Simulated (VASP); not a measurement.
# Si (P6/mmm) in VASP: a series of runs

Si is run at these levels: LDA; tasks: single point.

All numbers are computed with VASP 6.6.1; they aren't measurements. Logs are shortened: lines on timing, memory, paths and dates and some standing lists are left out, and cuts for length are marked.

## 1. The cell of the first run

The structure is hexagonal, space group P6/mmm (No. 191). The conventional cell has a = 2.484 Å, b = 2.484 Å, c = 2.333 Å, α = 90.00°, β = 90.00°, γ = 120.00°. Si (site symmetry 6/mmm) has 8 Si at 2.33 to 2.48 Å within 3.1 Å.

## 2. Single point, LDA

File INCAR:

```
SYSTEM = Si
ALGO = Normal ; EDIFF = 1E-7
ENCUT = 520 ; ISIF = 2
ISMEAR = -1 ; LASPH = .TRUE.
LCHARG = .FALSE. ; LREAL = .FALSE.
LWAVE = .FALSE. ; NBANDS = 8
NELM = 100 ; PREC = Accurate
SIGMA = 0.1
```

File KPOINTS:

```
k-points
0
G
  13 13 12
  0 0 0
```

File POSCAR:

```
Si
1.0
    2.4841612157      0.0000000000      0.0000000000
   -1.2420806078      2.1513504600      0.0000000000
    0.0000000000      0.0000000000      2.3327718895
Si
1
Direct
    0.0000000000      0.0000000000      0.0000000000
```

Potentials or basis: VASP PAW LDA potentials, release 64 (Si).

The run is started by

```
$ cat potpaw_LDA.64/Si/POTCAR > POTCAR
$ mpirun -np 1 vasp_std > vasp.out
```

OUTCAR:

```text
SYSTEM = Si
   EDIFF = 1E-7
   ENCUT = 520
   ISIF = 2
   ISMEAR = -1
   LASPH = .TRUE.
   LREAL = .FALSE.
   NELM = 100
   PREC = Accurate

 ion  position               nearest neighbor table
   1  0.000  0.000  0.000-

  LATTYP: Found a hexagonal cell.
 ALAT       =     2.4841612157
 C/A-ratio  =     0.9390581717

  Lattice vectors:

 A1 = (   2.4841612157,   0.0000000000,   0.0000000000)
 A2 = (  -1.2420806078,   2.1513504600,   0.0000000000)
 A3 = (   0.0000000000,   0.0000000000,   2.3327718895)

Analysis of symmetry for initial positions (statically):
=====================================================================
 Subroutine PRICEL returns:
 Original cell was already a primitive cell.

 Routine SETGRP: Setting up the symmetry group for a
 hexagonal supercell.

 Subroutine GETGRP returns: Found 24 space group operations
 (whereof 24 operations were pure point group operations)
 out of a pool of 24 trial point group operations.

The static configuration has the point symmetry D_6h.

Analysis of symmetry for dynamics (positions and initial velocities):
=====================================================================
 Subroutine PRICEL returns:
 Original cell was already a primitive cell.

 Routine SETGRP: Setting up the symmetry group for a
 hexagonal supercell.

 Subroutine GETGRP returns: Found 24 space group operations
 (whereof 24 operations were pure point group operations)
 out of a pool of 24 trial point group operations.

The dynamic configuration has the point symmetry D_6h.

 Subroutine INISYM returns: Found 24 space group operations
 (whereof 24 operations are pure point group operations),
 and found     1 'primitive' translations

----------------------------------------------------------------------------------------

                                     Primitive cell

  volume of cell :      12.4670

  direct lattice vectors                    reciprocal lattice vectors
     2.484161216  0.000000000  0.000000000     0.402550363  0.232412157  0.000000000
    -1.242080608  2.151350460  0.000000000     0.000000000  0.464824313  0.000000000
     0.000000000  0.000000000  2.332771890     0.000000000  0.000000000  0.428674576

  length of vectors
     2.484161216  2.484164455  2.332771890     0.464824919  0.464824313  0.428674576

  position of ions in fractional coordinates (direct lattice)
     0.000000000  0.000000000  0.000000000

  ion indices of the primitive-cell ions
   primitive index   ion index
                 1           1

----------------------------------------------------------------------------------------

 KPOINTS: k-points

Automatic generation of k-mesh.
 Grid dimensions read from file:
 generate k-points for:   13   13   12

 Generating k-lattice:

  Cartesian coordinates                     Fractional coordinates (reciprocal lattice)
     0.030965413  0.017877858  0.000000000     0.076923077  0.000000000  0.000000000
     0.000000000  0.035755716  0.000000000     0.000000000  0.076923077  0.000000000
     0.000000000  0.000000000  0.035722881     0.000000000  0.000000000  0.083333333

  Length of vectors
     0.035755763  0.035755716  0.035722881

  Shift w.r.t. Gamma in fractional coordinates (k-lattice)
     0.000000000  0.000000000  0.000000000

 Subroutine IBZKPT returns following result:
 ===========================================

 Found    147 irreducible k-points:

 Following reciprocal coordinates:
            Coordinates               Weight
  0.000000  0.000000  0.000000      1.000000
  0.076923  0.000000  0.000000      6.000000
  0.153846  0.000000  0.000000      6.000000
  0.230769  0.000000  0.000000      6.000000
  0.307692  0.000000  0.000000      6.000000
  0.384615  0.000000  0.000000      6.000000
[... 16 lines left out ...]
  0.076923  0.000000  0.083333     12.000000
  0.153846  0.000000  0.083333     12.000000
 [... further k-points ...]
   k-points           NKPTS =    147   k-points in BZ     NKDIM =    147   number of bands    NBANDS=      8
   number of dos      NEDOS =    301   number of ions     NIONS =      1
   total plane-waves  NPLWV =   5832
   dimension x,y,z NGX =    18 NGY =   18 NGZ =   18
   dimension x,y,z NGXF=    36 NGYF=   36 NGZF=   36
   ions per type =               1
   NGX,Y,Z   is equivalent  to a cutoff of  12.05, 12.05, 12.83 a.u.
   NGXF,Y,Z  is equivalent  to a cutoff of  24.09, 24.09, 25.66 a.u.
 SYSTEM =  Si
   PREC   = accura    normal or accurate (medium, high low for compatibility)
   ISTART =      0    job   : 0-new  1-cont  2-samecut
   ICHARG =      2    charge: 1-file 2-atom 10-const
   ISPIN  =      1    spin polarized calculation?
   LNONCOLLINEAR =      F non collinear calculations
   LSORBIT =      F    spin-orbit coupling
   LASPH  =      T    aspherical Exc in radial PAW
   ENCUT  =  520.0 eV  38.22 Ry    6.18 a.u.   4.62  4.62  4.34*2*pi/ulx,y,z
   NELM   =    100;   NELMIN=  2; NELMDL= -5     # of ELM steps
   EDIFF  = 0.1E-06   stopping-criterion for ELM
   LREAL  =      F    real-space projection
   EDIFFG = 0.1E-05   stopping-criterion for IOM
   NSW    =      0    number of steps for IOM
   IBRION =     -1    ionic relax: 0-MD 1-quasi-New 2-CG
   NFREE  =      0    steps in history (QN), initial steepest desc. (CG)
   ISIF   =      2    stress and relaxation
   ISYM   =      2    0-nonsym 1-usesym 2-fastsym
   POTIM  = 0.5000    time-step for ionic-motion
   TEBEG  =    0.0;   TEEND  =   0.0 temperature during run
   PSTRESS=    0.0 pullay stress
   NELECT =       4.0000    total number of electrons
   NUPDOWN=      -1.0000    fix difference up-down
   EMIN   =  10.00;   EMAX   =-10.00  energy-range for DOS
   EFERMI =   0.00;   METHOD = LEGACY
   ISMEAR =    -1;   SIGMA  =   0.10  broadening in eV -4-tet -1-fermi 0-gaus
   EFERMI_NEDOS =   21; number of points for ismear=-14 and -15
   IALGO  =     38    algorithm
   IMIX   =      4    mixing-type and parameters
     AMIX     =   0.40;   BMIX     =  1.00
     AMIX_MAG =   1.60;   BMIX_MAG =  1.00
  volume/ion in A,a.u.               =      12.47        84.13
  Fermi-wavevector in a.u.,A,eV,Ry     =   1.120746  2.117902 17.089883  1.256071
  Thomas-Fermi vector in A             =   2.257394
   LORBIT       =      0    0 simple, 1 ext, 2 COOP (PROOUT), +10 PAW based schemes
   GGA     = CA    functional components
   LHFCALC =     F    Hartree Fock is set to
   AEXX    =    0.0000 exact exchange contribution
   IVDW    =     0    specifies the selected vdW correction
   LEPSILON=     F    determine dielectric tensor
   LRPA    =     F    only Hartree local field effects (RPA)
 non-spin polarized calculation
  energy-cutoff  :      520.00
  volume of cell :       12.47
 maximum number of plane-waves:       351
   NGX =  9   NGY =  9   NGZ =  9

 number of electron       4.0000000 magnetization

 Free energy of the ion-electron system (eV)
  ---------------------------------------------------
  ext. energy  EPLUGINS =         0.00000000
  ---------------------------------------------------
  free energy    TOTEN  =        -5.59542524 eV

  energy without entropy =       -5.58225851  energy(sigma->0) =       -5.58884188

 E-fermi :  11.9411     XC(G=0): -11.8146

 val. band max:       11.9106371010   @ k =   0.2308   0.2308   0.2500
 cond. band min:      11.9493839783   @ k =   0.3077   0.2308   0.3333
 fundamental gap:      0.0387468773
 Fermi energy:        11.9411412263

 k-point     1 :       0.0000    0.0000    0.0000
  band No.  band energies     occupation
      1      -3.6909      2.00000
      2      19.5756      0.00000
      3      21.1445      0.00000
      4      23.9765      0.00000
      5      23.9765      0.00000
      6      24.8036      0.00000
      7      24.8037      0.00000
      8      30.7120      0.00000

 k-point     2 :       0.0769    0.0000    0.0000
  band No.  band energies     occupation
      1      -3.5060      2.00000
      2      19.0699      0.00000
      3      21.2967      0.00000
      4      22.0563      0.00000
      5      22.4752      0.00000
      6      25.4211      0.00000
      7      26.6184      0.00000
      8      32.5753      0.00000

 k-point     3 :       0.1538    0.0000    0.0000
  band No.  band energies     occupation
      1      -2.9526      2.00000
      2      16.8812      0.00000
      3      20.5824      0.00000
      4      20.9379      0.00000
      5      21.7532      0.00000
      6      25.6864      0.00000
      7      29.0903      0.00000
      8      35.4105      0.00000

 k-point     4 :       0.2308    0.0000    0.0000
  band No.  band energies     occupation
      1      -2.0342      2.00000
      2      13.7594      0.00000
      3      19.7014      0.00000
      4      19.8678      0.00000
      5      22.5130      0.00000
      6      26.2299      0.00000
      7      31.8607      0.00000
      8      35.6893      0.00000

 k-point     5 :       0.3077    0.0000    0.0000
  band No.  band energies     occupation
      1      -0.7566      2.00000
      2      10.6467      2.00000
      3      18.7743      0.00000
      4      19.2877      0.00000
      5      23.5734      0.00000
      6      27.2538      0.00000
      7      33.2033      0.00000
      8      34.8628      0.00000

 k-point     6 :       0.3846    0.0000    0.0000
  band No.  band energies     occupation
      1       0.8719      2.00000
      2       7.7548      2.00000
      3      18.1568      0.00000
      4      18.8437      0.00000
      5      24.9239      0.00000
      6      28.7161      0.00000
      7      30.8279      0.00000
      8      35.1805      0.00000

 k-point     7 :       0.4615    0.0000    0.0000
  band No.  band energies     occupation
      1       2.8388      2.00000
      2       5.1483      2.00000
      3      17.8484      0.00000
      4      18.6035      0.00000
      5      26.4982      0.00000
      6      28.7221      0.00000
      7      30.4469      0.00000
      8      33.0767      0.00000

 k-point     8 :       0.0769    0.0769    0.0000
  band No.  band energies     occupation
      1      -3.1369      2.00000
      2      17.9391      0.00000
      3      19.6315      0.00000
      4      21.6010      0.00000
      5      22.2951      0.00000
      6      25.9966      0.00000
      7      27.8062      0.00000
      8      35.3452      0.00000

 k-point     9 :       0.1538    0.0769    0.0000
  band No.  band energies     occupation
      1      -2.4009      2.00000
      2      15.4367      0.00000
      3      17.6803      0.00000
      4      22.2092      0.00000
      5      22.2432      0.00000
      6      26.3647      0.00000
      7      29.7968      0.00000
      8      36.8162      0.00000

 k-point    10 :       0.2308    0.0769    0.0000
  band No.  band energies     occupation
      1      -1.3029      2.00000
      2      12.3057      0.05090
      3      16.5597      0.00000
      4      22.0166      0.00000
      5      23.1196      0.00000
      6      26.9755      0.00000
      7      32.4118      0.00000
      8      34.4724      0.00000
[... 78 lines left out ...]
 k-point    18 :       0.2308    0.2308    0.0000
  band No.  band energies     occupation
      1       1.2324      2.00000
      2      10.1933      2.00000
      3      10.4633      2.00000
      4      25.2196      0.00000
      5      25.7977      0.00000
      6      29.5850      0.00000
      7      32.2085      0.00000
      8      32.9883      0.00000

 k-point    19 :       0.3077    0.2308    0.0000
  band No.  band energies     occupation
      1       3.0203      2.00000
      2       7.5845      2.00000
      3       9.8268      2.00000
      4      26.6587      0.00000
      5      26.8017      0.00000
      6      30.5969      0.00000
      7      30.9277      0.00000
      8      33.0895      0.00000

 k-point    20 :       0.3846    0.2308    0.0000
  band No.  band energies     occupation
      1       5.0491      2.00000
      2       5.2390      2.00000
      3       9.6553      2.00000
      4      27.0924      0.00000
      5      27.8301      0.00000
      6      29.2786      0.00000
      7      32.1023      0.00000
      8      32.8164      0.00000

 k-point    21 :       0.3077    0.3077    0.0000
  band No.  band energies     occupation
      1       4.9632      2.00000
      2       7.1607      2.00000
      3       7.3298      2.00000
      4      27.9885      0.00000
      5      28.4288      0.00000
      6      30.2491      0.00000
      7      31.2938      0.00000
      8      32.5366      0.00000

 k-point    22 :       0.0000    0.0000    0.0833
  band No.  band energies     occupation
      1      -3.5083      2.00000
      2      16.8979      0.00000
      3      23.7480      0.00000
      4      24.1134      0.00000
      5      24.1134      0.00000
      6      24.9511      0.00000
      7      24.9511      0.00000
      8      30.8909      0.00000

 k-point    23 :       0.0769    0.0000    0.0833
  band No.  band energies     occupation
      1      -3.3236      2.00000
      2      16.9049      0.00000
      3      21.4781      0.00000
      4      22.6201      0.00000
      5      23.7596      0.00000
      6      25.9697      0.00000
      7      26.7558      0.00000
      8      32.7480      0.00000

 k-point    24 :       0.1538    0.0000    0.0833
  band No.  band energies     occupation
      1      -2.7707      2.00000
      2      16.3578      0.00000
      3      18.9385      0.00000
      4      21.0860      0.00000
      5      23.0048      0.00000
      6      26.9643      0.00000
      7      29.2177      0.00000
      8      35.1700      0.00000

 [... further k-points ...]
[... 5 lines left out ...]
  --------------------------------------------------------------------------------------
  -------------------------------------------------------------------------------------
  Total        1.7809521      1.7809583      2.4333852      0.0000000     -0.0000000      0.0000000
  in kB      228.8756613    228.8764571    312.7218508      0.0000000     -0.0000000      0.0000000
  external PRESSURE =     256.8246564 kB  Pullay stress =       0.0000000 kB

 VOLUME and BASIS-vectors are now :
 -----------------------------------------------------------------------------
  energy-cutoff  :      520.00
  volume of cell :       12.47
      direct lattice vectors                 reciprocal lattice vectors
     2.484161216  0.000000000  0.000000000     0.402550363  0.232412157  0.000000000
    -1.242080608  2.151350460  0.000000000     0.000000000  0.464824313  0.000000000
     0.000000000  0.000000000  2.332771890     0.000000000  0.000000000  0.428674576

 POSITION                                       TOTAL-FORCE (eV/Angst)
 -----------------------------------------------------------------------------------
      0.00000      0.00000      0.00000         0.000000      0.000000      0.000000
 -----------------------------------------------------------------------------------
    total drift:                               -0.000000      0.000000      0.000000

  FREE ENERGIE OF THE ION-ELECTRON SYSTEM (eV)
  ---------------------------------------------------
  free  energy   TOTEN  =        -5.5954252428 eV

  energy  without entropy=       -5.5822585137  energy(sigma->0) =       -5.58884188
```

Wall time 5.7 s (1 thread of Intel Xeon 6975P-C, shared host); peak memory 0.11 GiB.

Results:

| Quantity | Value |
| --- | --- |
| Free energy | -5.5954 eV |
| Pressure | 25.7 GPa |
| Band gap on the k mesh | zero (band 2 reaches 19.58 eV, above the bottom of band 3 at 7.33 eV) |

Stress tensor (GPa, compression positive):
```
22.89  0.00  0.00
 0.00 22.89  0.00
 0.00  0.00 31.27
```

Levels at points of the mesh, in eV from the Fermi level:
```csv
k point,band 1,band 2,band 3,band 4,band 5,band 6,band 7
"(0.00, 0.00, 0.00)",-15.63,7.63,9.20,12.04,12.04,12.86,12.86
"(0.00, 0.00, 0.50)",-9.87,-8.35,15.99,15.99,16.52,16.52,17.63
```

[end of part 1 of 2]
